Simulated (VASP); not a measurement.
# LiBr (Fm-3m) in VASP: settings compared

Aim: see how the results for LiBr move with the level of theory and the settings. Levels: HSE06, PBE0. Tasks: single point.

Program: VASP 6.6.1. These are calculated values, not measurements. Logs are shortened: lines on timing, memory, paths and dates and some standing lists are left out, and cuts for length are marked.

## 1. The cell of the first run

It takes space group Fm-3m (No. 225, cubic). Conventional cell: a = 5.479 Å, b = 5.479 Å, c = 5.479 Å, α = 90.00°, β = 90.00°, γ = 90.00°. Li (site symmetry m-3m) has 6 Br at 2.74 Å within 3.6 Å. Br (site symmetry m-3m) has 6 Li at 2.74 Å within 3.6 Å.

## 2. Single point, HSE06

File POSCAR:

```
LiBr
1.0
    0.0000000000      2.7395650427      2.7395650427
    2.7395650427      0.0000000000      2.7395650427
    2.7395650427      2.7395650427      0.0000000000
Li Br
1 1
Direct
    0.0000000000      0.0000000000      0.0000000000
    0.5000000000      0.5000000000      0.5000000000
```

File INCAR.step1:

```
PREC = Accurate
ENCUT = 650
EDIFF = 1E-5
ISMEAR = 0
SIGMA = 0.01
LREAL = F
LASPH = T
NELM = 120
ALGO = Normal
ISIF = 2
LWAVE = T
LCHARG = F
GGA = PE
NBANDS = 12
GGA_COMPAT = F
```

File INCAR.step2:

```
PREC = Accurate
ENCUT = 650
EDIFF = 1E-6
ISMEAR = 0
SIGMA = 0.01
LREAL = F
LASPH = T
NELM = 120
ALGO = Normal
ISIF = 2
LWAVE = F
LCHARG = F
GGA = PE
LHFCALC = T
HFSCREEN = 0.2079
PRECFOCK = Normal
ISTART = 1
NBANDS = 12
GGA_COMPAT = F
```

File KPOINTS:

```
regular mesh
0
Gamma
  6 6 6
```

Potentials or basis: VASP PAW PBE potentials, release 64 (Li_sv, Br).

Launch:

```bash
$ cat potpaw_PBE.64/Li_sv/POTCAR potpaw_PBE.64/Br/POTCAR > POTCAR
$ cp INCAR.step1 INCAR
$ mpirun -np 1 vasp_std > vasp.out
$ cp INCAR.step2 INCAR
$ mpirun -np 1 vasp_std > vasp.out
```

OUTCAR:

```text
PREC = Accurate
   ENCUT = 650
   EDIFF = 1E-6
   ISMEAR = 0
   LREAL = F
   LASPH = T
   NELM = 120
   ISIF = 2
   GGA = PE
   LHFCALC = T
   HFSCREEN = 0.2079
   PRECFOCK = Normal
   ISTART = 1

 ion  position               nearest neighbor table
   1  0.000  0.000  0.000-
   2  0.500  0.500  0.500-

  LATTYP: Found a face centered cubic cell.
 ALAT       =     5.4791300854

  Lattice vectors:

 A1 = (   0.0000000000,   2.7395650427,   2.7395650427)
 A2 = (   2.7395650427,   0.0000000000,   2.7395650427)
 A3 = (   2.7395650427,   2.7395650427,   0.0000000000)

Analysis of symmetry for initial positions (statically):
=====================================================================
 Subroutine PRICEL returns:
 Original cell was already a primitive cell.

 Routine SETGRP: Setting up the symmetry group for a
 face centered cubic supercell.

 Subroutine GETGRP returns: Found 48 space group operations
 (whereof 48 operations were pure point group operations)
 out of a pool of 48 trial point group operations.

The static configuration has the point symmetry O_h .

Analysis of symmetry for dynamics (positions and initial velocities):
=====================================================================
 Subroutine PRICEL returns:
 Original cell was already a primitive cell.

 Routine SETGRP: Setting up the symmetry group for a
 face centered cubic supercell.

 Subroutine GETGRP returns: Found 48 space group operations
 (whereof 48 operations were pure point group operations)
 out of a pool of 48 trial point group operations.

The dynamic configuration has the point symmetry O_h .

 Subroutine INISYM returns: Found 48 space group operations
 (whereof 48 operations are pure point group operations),
 and found     1 'primitive' translations

----------------------------------------------------------------------------------------

                                     Primitive cell

  volume of cell :      41.1221

  direct lattice vectors                    reciprocal lattice vectors
     0.000000000  2.739565043  2.739565043    -0.182510724  0.182510724  0.182510724
     2.739565043  0.000000000  2.739565043     0.182510724 -0.182510724  0.182510724
     2.739565043  2.739565043  0.000000000     0.182510724  0.182510724 -0.182510724

  length of vectors
     3.874330038  3.874330038  3.874330038     0.316117847  0.316117847  0.316117847

  position of ions in fractional coordinates (direct lattice)
     0.000000000  0.000000000  0.000000000
     0.500000000  0.500000000  0.500000000

  ion indices of the primitive-cell ions
   primitive index   ion index
                 1           1
                 2           2

----------------------------------------------------------------------------------------

 KPOINTS: regular mesh

Automatic generation of k-mesh.
 Grid dimensions read from file:
 generate k-points for:    6    6    6

 Generating k-lattice:

  Cartesian coordinates                     Fractional coordinates (reciprocal lattice)
    -0.030418454  0.030418454  0.030418454     0.166666667  0.000000000  0.000000000
     0.030418454 -0.030418454  0.030418454     0.000000000  0.166666667  0.000000000
     0.030418454  0.030418454 -0.030418454     0.000000000  0.000000000  0.166666667

  Length of vectors
     0.052686308  0.052686308  0.052686308

  Shift w.r.t. Gamma in fractional coordinates (k-lattice)
     0.000000000  0.000000000  0.000000000

 Subroutine IBZKPT returns following result:
 ===========================================

 Found     16 irreducible k-points:

 Following reciprocal coordinates:
            Coordinates               Weight
  0.000000  0.000000  0.000000      1.000000
  0.166667  0.000000  0.000000      8.000000
  0.333333  0.000000  0.000000      8.000000
  0.500000  0.000000  0.000000      4.000000
  0.166667  0.166667  0.000000      6.000000
  0.333333  0.166667  0.000000     24.000000
[... 8 lines left out ...]
 -0.333333  0.333333  0.166667     24.000000
 -0.333333  0.500000  0.166667     12.000000
   k-points           NKPTS =     16   k-points in BZ     NKDIM =    216   number of bands    NBANDS=     12
   number of dos      NEDOS =    301   number of ions     NIONS =      2
   total plane-waves  NPLWV =  32768
   dimension x,y,z NGX =    32 NGY =   32 NGZ =   32
   dimension x,y,z NGXF=    64 NGYF=   64 NGZF=   64
   ions per type =               1   1
   NGX,Y,Z   is equivalent  to a cutoff of  13.73, 13.73, 13.73 a.u.
   NGXF,Y,Z  is equivalent  to a cutoff of  27.46, 27.46, 27.46 a.u.
 SYSTEM =  unknown system
   PREC   = accura    normal or accurate (medium, high low for compatibility)
   ISTART =      1    job   : 0-new  1-cont  2-samecut
   ICHARG =      0    charge: 1-file 2-atom 10-const
   ISPIN  =      1    spin polarized calculation?
   LNONCOLLINEAR =      F non collinear calculations
   LSORBIT =      F    spin-orbit coupling
   LASPH  =      T    aspherical Exc in radial PAW
   ENCUT  =  650.0 eV  47.77 Ry    6.91 a.u.   8.05  8.05  8.05*2*pi/ulx,y,z
   NELM   =    120;   NELMIN=  2; NELMDL=  0     # of ELM steps
   EDIFF  = 0.1E-05   stopping-criterion for ELM
   LREAL  =      F    real-space projection
   EDIFFG = 0.1E-04   stopping-criterion for IOM
   NSW    =      0    number of steps for IOM
   IBRION =     -1    ionic relax: 0-MD 1-quasi-New 2-CG
   NFREE  =      0    steps in history (QN), initial steepest desc. (CG)
   ISIF   =      2    stress and relaxation
   ISYM   =      3    0-nonsym 1-usesym 2-fastsym
   POTIM  = 0.5000    time-step for ionic-motion
   TEBEG  =    0.0;   TEEND  =   0.0 temperature during run
   PSTRESS=    0.0 pullay stress
   NELECT =      10.0000    total number of electrons
   NUPDOWN=      -1.0000    fix difference up-down
   EMIN   =  10.00;   EMAX   =-10.00  energy-range for DOS
   EFERMI =   0.00;   METHOD = LEGACY
   ISMEAR =     0;   SIGMA  =   0.01  broadening in eV -4-tet -1-fermi 0-gaus
   EFERMI_NEDOS =   21; number of points for ismear=-14 and -15
   IALGO  =     38    algorithm
   IMIX   =      1    mixing-type and parameters
     AMIX     =   0.40;   BMIX     =  1.00
     AMIX_MAG =   1.60;   BMIX_MAG =  1.00
  volume/ion in A,a.u.               =      20.56       138.75
  Fermi-wavevector in a.u.,A,eV,Ry     =   1.021841  1.930999 14.206639  1.044159
  Thomas-Fermi vector in A             =   2.155487
   LORBIT       =      0    0 simple, 1 ext, 2 COOP (PROOUT), +10 PAW based schemes
   GGA     = PE    functional components
   LHFCALC =     T    Hartree Fock is set to
   PRECFOCK=normal    Normal, Fast or Accurate (Low or Medium for compatibility)
   ENCUT4O =  -1.0   cutoff for four orbital integrals eV
   NKREDX  =     1    reduce k-point grid by
   NKREDY  =     1    reduce k-point grid by
   NKREDZ  =     1    reduce k-point grid by
   AEXX    =    0.2500 exact exchange contribution
   HFSCREEN=    0.2079 screening length (either q_TF or 0.3 A-1)
   HFSCREENC=   0.2079 screening length for correlation (either q_TF or 0.3 A-1)
   ENCUTFOCK=  -1.0 apply spherical cutoff to Coloumb kernel
   IVDW    =     0    specifies the selected vdW correction
   LEPSILON=     F    determine dielectric tensor
   LRPA    =     F    only Hartree local field effects (RPA)
 non-spin polarized calculation
 Gauss-broadening in eV      SIGMA  =   0.01
  energy-cutoff  :      650.00
  volume of cell :       41.12
 maximum number of plane-waves:      1572
  NGX = 28; NGY = 28; NGZ = 28

 number of electron      10.0000006 magnetization

 Free energy of the ion-electron system (eV)
  ---------------------------------------------------
  ext. energy  EPLUGINS =         0.00000000
  ---------------------------------------------------
  free energy    TOTEN  =        -7.60270972 eV

  energy without entropy =       -7.60270972  energy(sigma->0) =       -7.60270972

 E-fermi :  -0.2629     XC(G=0):  -7.0705

 val. band max:       -0.4398461039   @ k =   0.0000   0.0000   0.0000
 cond. band min:       5.7683247818   @ k =   0.0000   0.0000   0.0000
 fundamental gap:      6.2081708857
 Fermi energy:        -0.2629132537

 k-point     1 :       0.0000    0.0000    0.0000
  band No.  band energies     occupation
      1     -47.7149      2.00000
      2     -15.0697      2.00000
      3      -0.4398      2.00000
      4      -0.4398      2.00000
      5      -0.4398      2.00000
      6       5.7683      0.00000
      7      11.3792      0.00000
      8      11.3792      0.00000
      9      11.3792      0.00000
     10      13.3643      0.00000
     11      13.3643      0.00000
     12      13.3643      0.00000

 k-point     2 :       0.1667    0.0000    0.0000
  band No.  band energies     occupation
      1     -47.7148      2.00000
      2     -14.9439      2.00000
      3      -1.4451      2.00000
      4      -0.5197      2.00000
      5      -0.5197      2.00000
      6       6.5641      0.00000
      7      10.4520      0.00000
      8      10.9001      0.00000
      9      10.9001      0.00000
     10      12.5468      0.00000
     11      12.5468      0.00000
     12      13.8256      0.00000

 k-point     3 :       0.3333    0.0000    0.0000
  band No.  band energies     occupation
      1     -47.7142      2.00000
      2     -14.6719      2.00000
      3      -2.9650      2.00000
      4      -0.6671      2.00000
      5      -0.6671      2.00000
      6       6.6508      0.00000
      7       9.4838      0.00000
      8       9.4838      0.00000
      9      11.5940      0.00000
     10      14.3526      0.00000
     11      14.5128      0.00000
     12      14.5128      0.00000
[... 166 lines left out ...]
 k-point    15 :      -0.3333    0.3333    0.1667
  band No.  band energies     occupation
      1     -47.7135      2.00000
      2     -14.3646      2.00000
      3      -3.0798      2.00000
      4      -2.3597      2.00000
      5      -1.3497      2.00000
      6       8.5352      0.00000
      7       8.7539      0.00000
      8      10.6659      0.00000
      9      11.0734      0.00000
     10      14.2980      0.00000
     11      15.1557      0.00000
     12      18.2278      0.00000

 k-point    16 :      -0.3333    0.5000    0.1667
  band No.  band energies     occupation
      1     -47.7133      2.00000
      2     -14.3075      2.00000
      3      -3.2105      2.00000
      4      -2.2807      2.00000
      5      -1.6859      2.00000
      6       8.0006      0.00000
      7       9.0976      0.00000
      8      10.7968      0.00000
      9      11.5753      0.00000
     10      14.2899      0.00000
     11      16.4551      0.00000
     12      18.5711      0.00000

------------------------ aborting loop because EDIFF is reached ----------------------------------------

  FORCE on cell =-STRESS in cart. coord.  units (eV):
  Direction    XX          YY          ZZ          XY          YZ          ZX
  --------------------------------------------------------------------------------------
  -------------------------------------------------------------------------------------
  Total       -0.0513925     -0.0513925     -0.0513925      0.0000000      0.0000000     -0.0000000
  in kB       -2.0023309     -2.0023309     -2.0023309      0.0000000      0.0000000     -0.0000000
  external PRESSURE =      -2.0023309 kB  Pullay stress =       0.0000000 kB

 VOLUME and BASIS-vectors are now :
 -----------------------------------------------------------------------------
  energy-cutoff  :      650.00
  volume of cell :       41.12
      direct lattice vectors                 reciprocal lattice vectors
     0.000000000  2.739565043  2.739565043    -0.182510724  0.182510724  0.182510724
     2.739565043  0.000000000  2.739565043     0.182510724 -0.182510724  0.182510724
     2.739565043  2.739565043  0.000000000     0.182510724  0.182510724 -0.182510724

 POSITION                                       TOTAL-FORCE (eV/Angst)
 -----------------------------------------------------------------------------------
      0.00000      0.00000      0.00000         0.000000     -0.000000      0.000000
      2.73957      2.73957      2.73957        -0.000000      0.000000     -0.000000
 -----------------------------------------------------------------------------------
    total drift:                               -0.000000     -0.000000     -0.000000

  FREE ENERGIE OF THE ION-ELECTRON SYSTEM (eV)
  ---------------------------------------------------
  free  energy   TOTEN  =        -7.6027097173 eV

  energy  without entropy=       -7.6027097173  energy(sigma->0) =       -7.60270972
```

Wall time 43 min (1 thread of Intel Xeon 8259CL, shared host); peak memory 0.31 GiB.

What came out:

- Free energy: -7.6027 eV
- Pressure: -0.2 GPa
- Band gap on the k mesh: 6.21 eV

Levels at points of the mesh, in eV from the valence-band top:
| k point | band 1 | band 2 | band 3 | band 4 | band 5 | band 6 | band 7 | band 8 | band 9 | band 10 |
| --- | --- | --- | --- | --- | --- | --- | --- | --- | --- | --- |
| (0.00, 0.00, 0.00) | -47.28 | -14.63 | 0.00 | 0.00 | 0.00 | 6.21 | 11.82 | 11.82 | 11.82 | 13.80 |
| (0.50, 0.00, 0.00) | -47.27 | -14.08 | -3.17 | -0.30 | -0.30 | 6.82 | 9.41 | 9.41 | 13.43 | 15.50 |
| (0.50, 0.50, 0.00) | -47.27 | -13.86 | -3.16 | -1.25 | -1.25 | 7.48 | 8.24 | 13.24 | 14.06 | 14.06 |

Caveat: the PAW data sets were made with another functional, which shifts forces and pressure a little.

## 3. Single point, PBE0

POSCAR is that of step 2.

File INCAR.step1:

```
ALGO = Normal
EDIFF = 1E-5
ENCUT = 650
GGA = PE
GGA_COMPAT = False
ISIF = 2
ISMEAR = 0
LASPH = True
LCHARG = False
LREAL = False
LWAVE = True
NBANDS = 12
NELM = 120
PREC = Accurate
SIGMA = 0.01
```

File INCAR.step2:

```
AEXX = 0.25
ALGO = Normal
EDIFF = 1E-6
ENCUT = 650
GGA = PE
GGA_COMPAT = False
ISIF = 2
ISMEAR = 0
ISTART = 1
LASPH = True
LCHARG = False
LHFCALC = True
LREAL = False
LWAVE = False
NBANDS = 12
NELM = 120
PREC = Accurate
PRECFOCK = Normal
SIGMA = 0.01
```

File KPOINTS:

```
k-points
0
Gamma
  6 6 6
```

Potentials or basis: VASP PAW PBE potentials, release 64 (Li_sv, Br).

Launch:

```bash
$ cat potpaw_PBE.64/Li_sv/POTCAR potpaw_PBE.64/Br/POTCAR > POTCAR
$ cp INCAR.step1 INCAR
$ mpirun -np 1 vasp_std > vasp.out
$ cp INCAR.step2 INCAR
$ mpirun -np 1 vasp_std > vasp.out
```

Wall time 43 min (1 thread of Intel Xeon 8259CL, shared host); peak memory 0.21 GiB.

The run converged. Its results:

```yaml
Free_energy: -8.1223 eV
Pressure: -0.3 GPa
Band_gap_on_the_k_mesh: 6.91 eV
```

Levels at points of the mesh, in eV from the valence-band top:
| k point | band 3 | band 4 | band 5 | band 6 | band 7 | band 8 |
| --- | --- | --- | --- | --- | --- | --- |
| (0.00, 0.00, 0.00) | 0.00 | 0.00 | 0.00 | 6.91 | 12.57 | 12.57 |
| (0.50, 0.00, 0.00) | -3.21 | -0.30 | -0.30 | 7.53 | 10.15 | 10.15 |
| (0.50, 0.50, 0.00) | -3.20 | -1.26 | -1.26 | 8.21 | 8.96 | 13.99 |

Caveat: the PAW data sets were made with another functional, which shifts forces and pressure a little.
